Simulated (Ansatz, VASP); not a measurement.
## C: VASP beside Ansatz

```
C
1.0
     2.46676    0.00000    0.00000
    -1.23338    2.13628    0.00000
     0.00000    0.00000    4.01526
C
2
Direct
  0.66667 0.33333 0.50000
  0.33333 0.66667 0.50000
```

Alike in both runs: functional PBE; k mesh 12 × 12 × 8; occupations gaussian, width 0.1 eV; no spin polarisation.

Ansatz relaxed the structure, and its values are those at the end. VASP's run is a single point on that final structure, the one shown.

|  | VASP | Ansatz |
| --- | --- | --- |
| version | VASP 6.6.1 | Ansatz 0.2.0 |
| potentials or method | VASP PAW PBE potentials, release 64 (C), cutoff 520 eV | scalar-relativistic, plane waves, PAW |
| valence electrons in the cell | 8 | 8 |

|  | VASP | Ansatz | Ansatz less VASP |
| --- | --- | --- | --- |
| gap on the k mesh at the Fermi level (eV) | none | none | - |
| pressure (GPa) | 0.4 | 0.0 | -0.37 |

A gap of «none» marks a metal or a gap that the smearing closes. The functional is the same, so the differences come from potentials, cutoffs and numerics.
